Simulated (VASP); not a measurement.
# SnSe (P1) in VASP: single point with PBEsol

Aim: the single point of SnSe with PBEsol.

All numbers are computed with VASP 6.6.1; they aren't measurements. Logs are shortened: lines on timing, memory, paths and dates and some standing lists are left out, and cuts for length are marked.

### 1 The cell of the first run

The typed cell holds 8 atoms: a = 7.448 Å, b = 6.129 Å, c = 14.905 Å, α = 145.34°, β = 147.21°, γ = 51.05°.

### 2 Single point, PBEsol

Contents of INCAR:

```
SYSTEM = SnSe
PREC = Accurate
ENCUT = 500
EDIFF = 1E-6
ISMEAR = -1
SIGMA = 0.05
LREAL = .False.
LASPH = .True.
NELM = 120
ALGO = Normal
ISIF = 2
LWAVE = .False.
LCHARG = .True.
GGA = PS
LELF = .True.
LVHAR = .True.
NBANDS = 50
GGA_COMPAT = .False.
```

Contents of KPOINTS:

```
Automatic mesh
0
Gamma
  4 4 4
  0 0 0
```

Contents of POSCAR:

```
SnSe
1.0
   -3.1897971999      2.0962369553      6.3954923748
    0.9859632610     -2.1092349610      5.6697993184
    6.3791535157      4.2183769687    -12.7937649281
Sn Se
4 4
Direct
    0.8868113978      0.9931082057      0.0609766345
    0.1272887285     -0.0197375263     -0.0687386653
    0.8867808388      0.9930790985      0.5609595993
    0.1273024559     -0.0197031050      0.4312760069
    0.6483255319      0.5620570048     -0.0374562972
    0.3657399346      0.4944292041      0.0713023393
    0.6483241899      0.5620350196      0.4625418593
    0.3657423101      0.4944405329      0.5713042268
```

Potentials or basis: VASP PAW PBE potentials, release 64 (Sn_d, Se).

Command:

```
$ cat potpaw_PBE.64/Sn_d/POTCAR potpaw_PBE.64/Se/POTCAR > POTCAR
$ mpirun -np 1 vasp_std > vasp.out
```

OUTCAR:

```text
SYSTEM = SnSe
   PREC = Accurate
   ENCUT = 500
   EDIFF = 1E-6
   ISMEAR = -1
   LREAL = .False.
   LASPH = .True.
   NELM = 120
   ISIF = 2
   GGA = PS

 ion  position               nearest neighbor table
   1  0.887  0.993  0.061-   5 2.73   6 2.87   8 2.87   8 3.12   6 3.12   4 3.51   2 3.51
   2  0.127  0.980  0.931-   6 2.72   7 2.87   5 2.88   5 3.12   7 3.12   3 3.51   1 3.51
   3  0.887  0.993  0.561-   7 2.73   8 2.87   6 2.87   6 3.12   8 3.12   2 3.51   4 3.51
   4  0.127  0.980  0.431-   8 2.72   5 2.87   7 2.88   7 3.12   5 3.12   1 3.51   3 3.51
   5  0.648  0.562  0.963-   1 2.73   4 2.87   2 2.88   2 3.12   4 3.12
   6  0.366  0.494  0.071-   2 2.72   1 2.87   3 2.87   3 3.12   1 3.12
   7  0.648  0.562  0.463-   3 2.73   2 2.87   4 2.88   4 3.12   2 3.12
   8  0.366  0.494  0.571-   4 2.72   3 2.87   1 2.87   1 3.12   3 3.12

  LATTYP: Found a triclinic cell.
 ALAT       =     7.4464329496
 B/A-ratio  =     0.8018192586
 C/A-ratio  =     0.8018239913
 COS(alpha) =     0.0078031979
 COS(beta)  =     0.2058252441
 COS(gamma) =     0.6020071981

  Lattice vectors:

 A1 = (  -5.1612828378,  -2.0961440020,  -4.9413260835)
 A2 = (  -4.1753195768,  -4.2053789630,   0.7284732349)
 A3 = (  -4.1757604609,   4.2054719163,   0.7256930564)

Analysis of symmetry for initial positions (statically):
=====================================================================
 Subroutine PRICEL returns:
 Original cell was already a primitive cell.

 Routine SETGRP: Setting up the symmetry group for a
 triclinic supercell.

 Subroutine GETGRP returns: Found  1 space group operations
 (whereof  1 operations were pure point group operations)
 out of a pool of  2 trial point group operations.

The static configuration has the point symmetry C_1 .

Analysis of symmetry for dynamics (positions and initial velocities):
=====================================================================
 Subroutine PRICEL returns:
 Original cell was already a primitive cell.

 Routine SETGRP: Setting up the symmetry group for a
 triclinic supercell.

 Subroutine GETGRP returns: Found  1 space group operations
 (whereof  1 operations were pure point group operations)
 out of a pool of  2 trial point group operations.

The dynamic configuration has the point symmetry C_1 .

 Subroutine INISYM returns: Found  1 space group operations
 (whereof  1 operations are pure point group operations),
 and found     1 'primitive' translations

----------------------------------------------------------------------------------------

                                     Primitive cell

  volume of cell :     205.1269

  direct lattice vectors                    reciprocal lattice vectors
    -3.189797200  2.096236955  6.395492375     0.014955162  0.237817238  0.085870269
     0.985963261 -2.109234961  5.669799318     0.262263857  0.000056979  0.130787284
     6.379153516  4.218376969-12.793764928     0.123703153  0.118908031  0.022723593

  length of vectors
     7.447908315  6.129243019 14.905325386     0.253287186  0.293065945  0.173083655

  position of ions in fractional coordinates (direct lattice)
     0.886811398  0.993108206  0.060976635
     0.127288728  0.980262474  0.931261335
     0.886780839  0.993079098  0.560959599
     0.127302456  0.980296895  0.431276007
     0.648325532  0.562057005  0.962543703
     0.365739935  0.494429204  0.071302339
     0.648324190  0.562035020  0.462541859
     0.365742310  0.494440533  0.571304227

  ion indices of the primitive-cell ions
   primitive index   ion index
                 1           1
                 2           2
                 3           3
                 4           4
                 5           5
                 6           6
                 7           7
                 8           8

----------------------------------------------------------------------------------------

 KPOINTS: Automatic mesh

Automatic generation of k-mesh.
 Grid dimensions read from file:
 generate k-points for:    4    4    4

 Generating k-lattice:

  Cartesian coordinates                     Fractional coordinates (reciprocal lattice)
     0.003738791  0.059454310  0.021467567     0.250000000  0.000000000  0.000000000
     0.065565964  0.000014245  0.032696821    -0.000000000  0.250000000  0.000000000
     0.030925788  0.029727008  0.005680898     0.000000000  0.000000000  0.250000000

  Length of vectors
     0.063321797  0.073266486  0.043270914

  Shift w.r.t. Gamma in fractional coordinates (k-lattice)
     0.000000000  0.000000000  0.000000000

 Subroutine IBZKPT returns following result:
 ===========================================

 Found     36 irreducible k-points:

 Following reciprocal coordinates:
            Coordinates               Weight
  0.000000  0.000000  0.000000      1.000000
  0.250000  0.000000  0.000000      2.000000
  0.500000  0.000000  0.000000      1.000000
 -0.000000  0.250000  0.000000      2.000000
  0.250000  0.250000  0.000000      2.000000
  0.500000  0.250000  0.000000      2.000000
[... 16 lines left out ...]
  0.000000 -0.250000  0.250000      2.000000
  0.250000 -0.250000  0.250000      2.000000
 [... further k-points ...]
   k-points           NKPTS =     36   k-points in BZ     NKDIM =     36   number of bands    NBANDS=     50
   number of dos      NEDOS =    301   number of ions     NIONS =      8
   total plane-waves  NPLWV = 290304
   dimension x,y,z NGX =    54 NGY =   48 NGZ =  112
   dimension x,y,z NGXF=   108 NGYF=   96 NGZF=  224
   ions per type =               4   4
   NGX,Y,Z   is equivalent  to a cutoff of  12.05, 13.02, 12.49 a.u.
   NGXF,Y,Z  is equivalent  to a cutoff of  24.11, 26.04, 24.98 a.u.
 SYSTEM =  SnSe
   PREC   = accura    normal or accurate (medium, high low for compatibility)
   ISTART =      0    job   : 0-new  1-cont  2-samecut
   ICHARG =      2    charge: 1-file 2-atom 10-const
   ISPIN  =      1    spin polarized calculation?
   LNONCOLLINEAR =      F non collinear calculations
   LSORBIT =      F    spin-orbit coupling
   LASPH  =      T    aspherical Exc in radial PAW
   ENCUT  =  500.0 eV  36.75 Ry    6.06 a.u.  13.58 11.18 27.18*2*pi/ulx,y,z
   NELM   =    120;   NELMIN=  2; NELMDL= -5     # of ELM steps
   EDIFF  = 0.1E-05   stopping-criterion for ELM
   LREAL  =      F    real-space projection
   EDIFFG = 0.1E-04   stopping-criterion for IOM
   NSW    =      0    number of steps for IOM
   IBRION =     -1    ionic relax: 0-MD 1-quasi-New 2-CG
   NFREE  =      0    steps in history (QN), initial steepest desc. (CG)
   ISIF   =      2    stress and relaxation
   ISYM   =      2    0-nonsym 1-usesym 2-fastsym
   POTIM  = 0.5000    time-step for ionic-motion
   TEBEG  =    0.0;   TEEND  =   0.0 temperature during run
   PSTRESS=    0.0 pullay stress
   NELECT =      80.0000    total number of electrons
   NUPDOWN=      -1.0000    fix difference up-down
   EMIN   =  10.00;   EMAX   =-10.00  energy-range for DOS
   EFERMI =   0.00;   METHOD = LEGACY
   ISMEAR =    -1;   SIGMA  =   0.05  broadening in eV -4-tet -1-fermi 0-gaus
   EFERMI_NEDOS =   21; number of points for ismear=-14 and -15
   IALGO  =     38    algorithm
   IMIX   =      4    mixing-type and parameters
     AMIX     =   0.40;   BMIX     =  1.00
     AMIX_MAG =   1.60;   BMIX_MAG =  1.00
  volume/ion in A,a.u.               =      25.64       173.03
  Fermi-wavevector in a.u.,A,eV,Ry     =   1.196090  2.260283 19.464932  1.430632
  Thomas-Fermi vector in A             =   2.332039
   LORBIT       =      0    0 simple, 1 ext, 2 COOP (PROOUT), +10 PAW based schemes
   GGA     = PS    functional components
   LHFCALC =     F    Hartree Fock is set to
   AEXX    =    0.0000 exact exchange contribution
   IVDW    =     0    specifies the selected vdW correction
   LEPSILON=     F    determine dielectric tensor
   LRPA    =     F    only Hartree local field effects (RPA)
 non-spin polarized calculation
  energy-cutoff  :      500.00
  volume of cell :      205.13
 maximum number of plane-waves:      5240
   NGX = 27   NGY = 23   NGZ = 55

 number of electron      79.9999994 magnetization

 Free energy of the ion-electron system (eV)
  ---------------------------------------------------
  ext. energy  EPLUGINS =         0.00000000
  ---------------------------------------------------
  free energy    TOTEN  =       -35.93007219 eV

  energy without entropy =      -35.92982145  energy(sigma->0) =      -35.92994682

 E-fermi :   5.8265     XC(G=0): -10.0807

 val. band max:        5.5661371317   @ k =   0.5000   0.0000   0.0000
 cond. band min:       6.0423744505   @ k =   0.5000   0.5000   0.0000
 fundamental gap:      0.4762373188
 Fermi energy:         5.8264748552

 k-point     1 :       0.0000    0.0000    0.0000
  band No.  band energies     occupation
      1     -15.5286      2.00000
      2     -15.5283      2.00000
      3     -15.5119      2.00000
      4     -15.5100      2.00000
      5     -15.5048      2.00000
      6     -15.4987      2.00000
[... 42 lines left out ...]
     49      10.8812      0.00000
     50      11.1555      0.00000

 k-point     2 :       0.2500    0.0000    0.0000
  band No.  band energies     occupation
      1     -15.5198      2.00000
      2     -15.5195      2.00000
      3     -15.5085      2.00000
      4     -15.5068      2.00000
      5     -15.5039      2.00000
      6     -15.5006      2.00000
[... 42 lines left out ...]
     49       9.9601      0.00000
     50      10.6179      0.00000

 k-point     3 :       0.5000    0.0000    0.0000
  band No.  band energies     occupation
      1     -15.5125      2.00000
      2     -15.5091      2.00000
      3     -15.5089      2.00000
      4     -15.5065      2.00000
      5     -15.5063      2.00000
      6     -15.5057      2.00000
[... 1102 lines left out ...]
     49      10.6888      0.00000
     50      10.7493      0.00000

 k-point    24 :       0.2500   -0.2500    0.2500
  band No.  band energies     occupation
      1     -15.5143      2.00000
      2     -15.5120      2.00000
      3     -15.5093      2.00000
      4     -15.5063      2.00000
      5     -15.5035      2.00000
      6     -15.5023      2.00000
[... 42 lines left out ...]
     49       9.3887      0.00000
     50       9.9485      0.00000

 [... further k-points ...]
[... 5 lines left out ...]
  --------------------------------------------------------------------------------------
  -------------------------------------------------------------------------------------
  Total        0.0723949      0.0769014      0.0914474     -0.0016978     -0.0160470      0.0088110
  in kB        0.5654521      0.6006514      0.7142652     -0.0132606     -0.1253375      0.0688201
  external PRESSURE =       0.6267896 kB  Pullay stress =       0.0000000 kB

 VOLUME and BASIS-vectors are now :
 -----------------------------------------------------------------------------
  energy-cutoff  :      500.00
  volume of cell :      205.13
      direct lattice vectors                 reciprocal lattice vectors
    -3.189797200  2.096236955  6.395492375     0.014955162  0.237817238  0.085870269
     0.985963261 -2.109234961  5.669799318     0.262263857  0.000056979  0.130787284
     6.379153516  4.218376969-12.793764928     0.123703153  0.118908031  0.022723593

 POSITION                                       TOTAL-FORCE (eV/Angst)
 -----------------------------------------------------------------------------------
     -1.46060      0.02149     10.52220         0.009384     -0.001724      0.011311
      6.50114      2.12763     -5.54237         0.002847      0.001806     -0.016663
      1.72894      2.13060      4.12517         0.009382     -0.001658      0.011499
      3.31164      0.01846      0.85460         0.002775      0.001739     -0.016934
      4.62635      4.23391     -4.98145        -0.007212     -0.001846     -0.008304
     -0.22430      0.02459      4.23018        -0.004976      0.001810      0.013604
      1.43675      2.12475      1.41533        -0.007199     -0.001959     -0.008236
      2.96529      2.13377     -2.16665        -0.005001      0.001831      0.013723
 -----------------------------------------------------------------------------------
    total drift:                                0.000157     -0.000278     -0.001113

  FREE ENERGIE OF THE ION-ELECTRON SYSTEM (eV)
  ---------------------------------------------------
  free  energy   TOTEN  =       -35.9300721947 eV

  energy  without entropy=      -35.9298214498  energy(sigma->0) =      -35.92994682
```

Run time: 24 min. Hardware: 1 thread of Intel Xeon 8259CL, shared host; peak memory 0.76 GiB.

Results:

```yaml
Free_energy: -35.9301 eV
Pressure: 0.1 GPa
Largest_force: 0.017 eV/Å
Band_gap_on_the_k_mesh: 0.48 eV
```

Forces on the atoms (eV/Å):
```
Sn   0.009 -0.002  0.011
Sn   0.003  0.002 -0.017
Sn   0.009 -0.002  0.011
Sn   0.003  0.002 -0.017
Se  -0.007 -0.002 -0.008
Se  -0.005  0.002  0.014
Se  -0.007 -0.002 -0.008
Se  -0.005  0.002  0.014
```

Caveat: the PAW data sets were made with another functional, which shifts forces and pressure a little; spin-orbit coupling is left out, which moves the levels of the heavy elements. A k mesh can miss the band edges.
